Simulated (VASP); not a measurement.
# Li16H (a cell with a defect) in VASP: notebook

Li16H (a cell with a defect) is run at these levels: PBEsol; tasks: single point.

Program: VASP 6.6.1. These are calculated values, not measurements. Logs are shortened: lines on timing, memory, paths and dates and some standing lists are left out, and cuts for length are marked.

### Step 1. The cell of the first run

The cell holds a defect, 17 atoms: a = 6.980 Å, b = 6.980 Å, c = 6.980 Å, α = 90.00°, β = 90.00°, γ = 90.00°.

### Step 2. Single point, PBEsol

Input file INCAR:

```
PREC = Accurate ; ENCUT = 520
EDIFF = 1E-7 ; ISMEAR = -1
SIGMA = 0.15 ; LREAL = Auto
LASPH = T ; NELM = 80
ALGO = Normal ; ISIF = 2
LWAVE = F ; LCHARG = T
GGA = PS ; LELF = T
LVHAR = T ; NBANDS = 38
```

Input file KPOINTS:

```
Automatic mesh
0
Gamma
  3 3 3
```

Input file POSCAR:

```
Li16H
1.0
    6.9800000000      0.0000000000      0.0000000000
    0.0000000000      6.9800000000      0.0000000000
    0.0000000000      0.0000000000      6.9800000000
Li H
16 1
Direct
   -0.0139111748     -0.1258739255      0.0461747851
    0.5346561605      0.0042263610      0.0708882521
    0.0983954155      0.4750429799     -0.0715186246
   -0.0033810888     -0.0915902579      0.5191690544
    0.1889971347      0.1570630372      0.3261174785
    0.4920343840      0.4431948424     -0.0595272206
    0.4841260745     -0.0314899713      0.4932951289
    0.8660888252      0.3914183381      0.1823782235
    0.0160888252      0.4124355301      0.5180515759
    0.2357306590      0.6929512894      0.2892120344
    0.2304584527      0.1579369628      0.6986819484
    0.4903868195      0.4277220630      0.5412750716
    0.7258022923      0.7733954155      0.2860458453
    0.7467765043      0.2009455587      0.7719054441
    0.2084097421      0.7418481375      0.7124355301
    0.8000573066      0.6480085960      0.8047134670
    0.1132521490     -0.1237965616      0.2776934097
```

Potentials or basis: VASP PAW PBE potentials, release 64 (Li_sv, H).

Started as:

```console
> cat potpaw_PBE.64/Li_sv/POTCAR potpaw_PBE.64/H/POTCAR > POTCAR
> mpirun -np 1 vasp_std > vasp.out
```

OUTCAR:

```text
PREC = Accurate
   ENCUT = 520
   EDIFF = 1E-7
   ISMEAR = -1
   LREAL = Auto
   LASPH = T
   NELM = 80
   ISIF = 2
   GGA = PS

 ion  position               nearest neighbor table
   1  0.986  0.874  0.046-  13 2.57
   2  0.535  0.004  0.071-  13 2.58
   3  0.098  0.475  0.928-   8 2.47  15 2.52  16 2.56
   4  0.997  0.908  0.519-  15 2.31   5 2.58
   5  0.189  0.157  0.326-   9 2.54   4 2.58
   6  0.492  0.443  0.940-
   7  0.484  0.969  0.493-
   8  0.866  0.391  0.182-   3 2.47   9 2.57
   9  0.016  0.412  0.518-   5 2.54   8 2.57
  10  0.236  0.693  0.289-  17 1.54
  11  0.230  0.158  0.699-
  12  0.490  0.428  0.541-
  13  0.726  0.773  0.286-   1 2.57   2 2.58
  14  0.747  0.201  0.772-
  15  0.208  0.742  0.712-   4 2.31   3 2.52
  16  0.800  0.648  0.805-   3 2.56
  17  0.113  0.876  0.278-  10 1.54

  LATTYP: Found a simple cubic cell.
 ALAT       =     6.9800000000

  Lattice vectors:

 A1 = (   6.9800000000,   0.0000000000,   0.0000000000)
 A2 = (   0.0000000000,   6.9800000000,   0.0000000000)
 A3 = (   0.0000000000,   0.0000000000,   6.9800000000)

Analysis of symmetry for initial positions (statically):
=====================================================================
 Subroutine PRICEL returns:
 Original cell was already a primitive cell.

 Routine SETGRP: Setting up the symmetry group for a
 simple cubic supercell.

 Subroutine GETGRP returns: Found  1 space group operations
 (whereof  1 operations were pure point group operations)
 out of a pool of 48 trial point group operations.

The static configuration has the point symmetry C_1 .

Analysis of symmetry for dynamics (positions and initial velocities):
=====================================================================
 Subroutine PRICEL returns:
 Original cell was already a primitive cell.

 Routine SETGRP: Setting up the symmetry group for a
 simple cubic supercell.

 Subroutine GETGRP returns: Found  1 space group operations
 (whereof  1 operations were pure point group operations)
 out of a pool of 48 trial point group operations.

The dynamic configuration has the point symmetry C_1 .

 Subroutine INISYM returns: Found  1 space group operations
 (whereof  1 operations are pure point group operations),
 and found     1 'primitive' translations

----------------------------------------------------------------------------------------

                                     Primitive cell

  volume of cell :     340.0684

  direct lattice vectors                    reciprocal lattice vectors
     6.980000000  0.000000000  0.000000000     0.143266476  0.000000000  0.000000000
     0.000000000  6.980000000  0.000000000     0.000000000  0.143266476  0.000000000
     0.000000000  0.000000000  6.980000000     0.000000000  0.000000000  0.143266476

  length of vectors
     6.980000000  6.980000000  6.980000000     0.143266476  0.143266476  0.143266476

  position of ions in fractional coordinates (direct lattice)
     0.986088825  0.874126074  0.046174785
     0.534656160  0.004226361  0.070888252
     0.098395416  0.475042980  0.928481375
     0.996618911  0.908409742  0.519169054
     0.188997135  0.157063037  0.326117479
     0.492034384  0.443194842  0.940472779
[... 9 lines left out ...]
     0.800057307  0.648008596  0.804713467
     0.113252149  0.876203438  0.277693410

  ion indices of the primitive-cell ions
   primitive index   ion index
                 1           1
                 2           2
                 3           3
                 4           4
                 5           5
                 6           6
[... 9 lines left out ...]
                16          16
                17          17

----------------------------------------------------------------------------------------

 KPOINTS: Automatic mesh

Automatic generation of k-mesh.
 Grid dimensions read from file:
 generate k-points for:    3    3    3

 Generating k-lattice:

  Cartesian coordinates                     Fractional coordinates (reciprocal lattice)
     0.047755492  0.000000000  0.000000000     0.333333333  0.000000000  0.000000000
     0.000000000  0.047755492  0.000000000     0.000000000  0.333333333  0.000000000
     0.000000000  0.000000000  0.047755492     0.000000000  0.000000000  0.333333333

  Length of vectors
     0.047755492  0.047755492  0.047755492

  Shift w.r.t. Gamma in fractional coordinates (k-lattice)
     0.000000000  0.000000000  0.000000000

 Subroutine IBZKPT returns following result:
 ===========================================

 Found     14 irreducible k-points:

 Following reciprocal coordinates:
            Coordinates               Weight
  0.000000  0.000000  0.000000      1.000000
  0.333333  0.000000  0.000000      2.000000
  0.000000  0.333333  0.000000      2.000000
  0.000000  0.000000  0.333333      2.000000
  0.333333  0.333333  0.000000      2.000000
  0.000000  0.333333  0.333333      2.000000
  0.333333  0.000000  0.333333      2.000000
 -0.333333  0.333333  0.000000      2.000000
 -0.333333  0.000000  0.333333      2.000000
  0.000000 -0.333333  0.333333      2.000000
  0.333333  0.333333  0.333333      2.000000
 -0.333333  0.333333  0.333333      2.000000
 -0.333333 -0.333333  0.333333      2.000000
  0.333333 -0.333333  0.333333      2.000000
   k-points           NKPTS =     14   k-points in BZ     NKDIM =     14   number of bands    NBANDS=     38
   number of dos      NEDOS =    301   number of ions     NIONS =     17
   total plane-waves  NPLWV = 157464
   dimension x,y,z NGX =    54 NGY =   54 NGZ =   54
   dimension x,y,z NGXF=   108 NGYF=  108 NGZF=  108
   ions per type =              16   1
   NGX,Y,Z   is equivalent  to a cutoff of  12.86, 12.86, 12.86 a.u.
   NGXF,Y,Z  is equivalent  to a cutoff of  25.72, 25.72, 25.72 a.u.
 SYSTEM =  unknown system
   PREC   = accura    normal or accurate (medium, high low for compatibility)
   ISTART =      0    job   : 0-new  1-cont  2-samecut
   ICHARG =      2    charge: 1-file 2-atom 10-const
   ISPIN  =      1    spin polarized calculation?
   LNONCOLLINEAR =      F non collinear calculations
   LSORBIT =      F    spin-orbit coupling
   LASPH  =      T    aspherical Exc in radial PAW
   ENCUT  =  520.0 eV  38.22 Ry    6.18 a.u.  12.98 12.98 12.98*2*pi/ulx,y,z
   NELM   =     80;   NELMIN=  2; NELMDL= -5     # of ELM steps
   EDIFF  = 0.1E-06   stopping-criterion for ELM
   LREAL  =      T    real-space projection
   EDIFFG = 0.1E-05   stopping-criterion for IOM
   NSW    =      0    number of steps for IOM
   IBRION =     -1    ionic relax: 0-MD 1-quasi-New 2-CG
   NFREE  =      0    steps in history (QN), initial steepest desc. (CG)
   ISIF   =      2    stress and relaxation
   ISYM   =      2    0-nonsym 1-usesym 2-fastsym
   POTIM  = 0.5000    time-step for ionic-motion
   TEBEG  =    0.0;   TEEND  =   0.0 temperature during run
   PSTRESS=    0.0 pullay stress
   NELECT =      49.0000    total number of electrons
   NUPDOWN=      -1.0000    fix difference up-down
   EMIN   =  10.00;   EMAX   =-10.00  energy-range for DOS
   EFERMI =   0.00;   METHOD = LEGACY
   ISMEAR =    -1;   SIGMA  =   0.15  broadening in eV -4-tet -1-fermi 0-gaus
   EFERMI_NEDOS =   21; number of points for ismear=-14 and -15
   IALGO  =     38    algorithm
   IMIX   =      4    mixing-type and parameters
     AMIX     =   0.40;   BMIX     =  1.00
     AMIX_MAG =   1.60;   BMIX_MAG =  1.00
  volume/ion in A,a.u.               =      20.00       134.99
  Fermi-wavevector in a.u.,A,eV,Ry     =   0.858258  1.621873 10.022155  0.736608
  Thomas-Fermi vector in A             =   1.975436
   LORBIT       =      0    0 simple, 1 ext, 2 COOP (PROOUT), +10 PAW based schemes
   GGA     = PS    functional components
   LHFCALC =     F    Hartree Fock is set to
   AEXX    =    0.0000 exact exchange contribution
   IVDW    =     0    specifies the selected vdW correction
   LEPSILON=     F    determine dielectric tensor
   LRPA    =     F    only Hartree local field effects (RPA)
 non-spin polarized calculation
  energy-cutoff  :      520.00
  volume of cell :      340.07
 maximum number of plane-waves:      9180
 NGX is ok and might be reduce to    54
   NGX = 25   NGY = 25   NGZ = 25

 number of electron      49.0000007 magnetization

 Free energy of the ion-electron system (eV)
  ---------------------------------------------------
  ext. energy  EPLUGINS =         0.00000000
  ---------------------------------------------------
  free energy    TOTEN  =       -32.82392630 eV

  energy without entropy =      -32.29512949  energy(sigma->0) =      -32.55952790

 E-fermi :   0.4700     XC(G=0):  -6.8979

 val. band max:        0.4680062742   @ k =   0.3333   0.0000   0.0000
 cond. band min:       0.4955813605   @ k =  -0.3333   0.3333   0.0000
 fundamental gap:      0.0275750863
 Fermi energy:         0.4699696488

 k-point     1 :       0.0000    0.0000    0.0000
  band No.  band energies     occupation
      1     -45.9715      2.00000
      2     -45.8992      2.00000
      3     -45.8070      2.00000
      4     -45.6803      2.00000
      5     -45.6430      2.00000
      6     -45.5823      2.00000
[... 28 lines left out ...]
     35       3.4191      0.00000
     36       3.5703      0.00000

 k-point     2 :       0.3333    0.0000    0.0000
  band No.  band energies     occupation
      1     -45.9715      2.00000
      2     -45.8992      2.00000
      3     -45.8070      2.00000
      4     -45.6803      2.00000
      5     -45.6431      2.00000
      6     -45.5823      2.00000
[... 28 lines left out ...]
     35       3.4820      0.00000
     36       3.6324      0.00000

 k-point     3 :       0.0000    0.3333    0.0000
  band No.  band energies     occupation
      1     -45.9715      2.00000
      2     -45.8992      2.00000
      3     -45.8070      2.00000
      4     -45.6803      2.00000
      5     -45.6431      2.00000
      6     -45.5823      2.00000
[... 28 lines left out ...]
     35       3.5518      0.00000
     36       3.6401      0.00000

 k-point     4 :       0.0000    0.0000    0.3333
  band No.  band energies     occupation
      1     -45.9715      2.00000
      2     -45.8992      2.00000
      3     -45.8070      2.00000
      4     -45.6803      2.00000
      5     -45.6431      2.00000
      6     -45.5823      2.00000
[... 28 lines left out ...]
     35       3.4639      0.00000
     36       3.7912      0.00000

 k-point     5 :       0.3333    0.3333    0.0000
  band No.  band energies     occupation
      1     -45.9715      2.00000
      2     -45.8992      2.00000
      3     -45.8070      2.00000
      4     -45.6804      2.00000
      5     -45.6431      2.00000
      6     -45.5823      2.00000
[... 265 lines left out ...]
 k-point    12 :      -0.3333    0.3333    0.3333
  band No.  band energies     occupation
      1     -45.9716      2.00000
      2     -45.8992      2.00000
      3     -45.8070      2.00000
      4     -45.6804      2.00000
      5     -45.6431      2.00000
      6     -45.5824      2.00000
[... 28 lines left out ...]
     35       3.5015      0.00000
     36       3.7928      0.00000

 k-point    13 :      -0.3333   -0.3333    0.3333
  band No.  band energies     occupation
      1     -45.9716      2.00000
      2     -45.8992      2.00000
      3     -45.8070      2.00000
      4     -45.6804      2.00000
      5     -45.6431      2.00000
      6     -45.5824      2.00000
[... 28 lines left out ...]
     35       3.5562      0.00000
     36       3.6943      0.00000

 k-point    14 :       0.3333   -0.3333    0.3333
  band No.  band energies     occupation
      1     -45.9715      2.00000
      2     -45.8992      2.00000
      3     -45.8070      2.00000
      4     -45.6804      2.00000
      5     -45.6431      2.00000
      6     -45.5824      2.00000
[... 28 lines left out ...]
     35       3.3797      0.00000
     36       3.8102      0.00000
 [bands above 36 left out]

------------------------ aborting loop because EDIFF is reached ----------------------------------------

  FORCE on cell =-STRESS in cart. coord.  units (eV):
  Direction    XX          YY          ZZ          XY          YZ          ZX
  --------------------------------------------------------------------------------------
  -------------------------------------------------------------------------------------
  Total        2.4411119      0.7038001      3.1661758     -2.4063580     -0.6344249      0.2980387
  in kB       11.5009049      3.3158405     14.9169261    -11.3371674     -2.9889903      1.4041610
  external PRESSURE =       9.9112238 kB  Pullay stress =       0.0000000 kB

 VOLUME and BASIS-vectors are now :
 -----------------------------------------------------------------------------
  energy-cutoff  :      520.00
  volume of cell :      340.07
      direct lattice vectors                 reciprocal lattice vectors
     6.980000000  0.000000000  0.000000000     0.143266476  0.000000000  0.000000000
     0.000000000  6.980000000  0.000000000     0.000000000  0.143266476  0.000000000
     0.000000000  0.000000000  6.980000000     0.000000000  0.000000000  0.143266476

 POSITION                                       TOTAL-FORCE (eV/Angst)
 -----------------------------------------------------------------------------------
      6.88290      6.10140      0.32230         0.382670      0.521954      0.001800
      3.73190      0.02950      0.49480        -0.348245      0.146657     -0.425124
      0.68680      3.31580      6.48080         0.195636     -0.463038      0.132780
      6.95640      6.34070      3.62380        -0.552918      0.243840     -0.494435
      1.31920      1.09630      2.27630         0.119484     -0.385843     -0.953939
      3.43440      3.09350      6.56450        -0.144816      0.173455      0.549500
[... 9 lines left out ...]
      5.58440      4.52310      5.61690        -0.516219      0.255185     -0.371987
      0.79050      6.11590      1.93830        -0.766304      1.166022      0.061560
 -----------------------------------------------------------------------------------
    total drift:                               -0.020839     -0.005807      0.010436

  FREE ENERGIE OF THE ION-ELECTRON SYSTEM (eV)
  ---------------------------------------------------
  free  energy   TOTEN  =       -32.8239263044 eV

  energy  without entropy=      -32.2951294896  energy(sigma->0) =      -32.55952790
```

Run time: 4 min. Hardware: 1 thread of Intel Xeon Platinum 8488C (Sapphire Rapids), shared host; peak memory 0.41 GiB.

What came out:

```
Free energy            : -32.8239 eV
Largest force          : 1.397 eV/Å
Band gap on the k mesh : zero (an odd number of electrons rules out a gap without spin polarisation)
```

Forces on the atoms (eV/Å):
```
Li   0.383  0.522  0.002
Li  -0.348  0.147 -0.425
Li   0.196 -0.463  0.133
Li  -0.553  0.244 -0.494
Li   0.119 -0.386 -0.954
Li  -0.145  0.173  0.549
Li   0.349 -0.012  0.366
Li  -0.654 -0.315 -0.041
Li  -0.253  0.486  0.406
Li   0.634 -0.918 -0.166
Li   0.100  0.139  1.029
Li   0.017  0.163 -0.428
Li   0.155 -0.713  0.140
Li   0.423 -0.327 -0.136
Li   0.861 -0.161  0.331
Li  -0.516  0.255 -0.372
H   -0.766  1.166  0.062
```

Caveat: the cutoff is under 1.25 times the usual one of these potentials, so pressure, stress and relaxed cells hold a basis-set (Pulay) error; the PAW data sets were made with another functional, which shifts forces and pressure a little.

(Part 1 of 2 ends here.)

The gap in the log of VASP goes by the Fermi energy; the results here count the filled bands.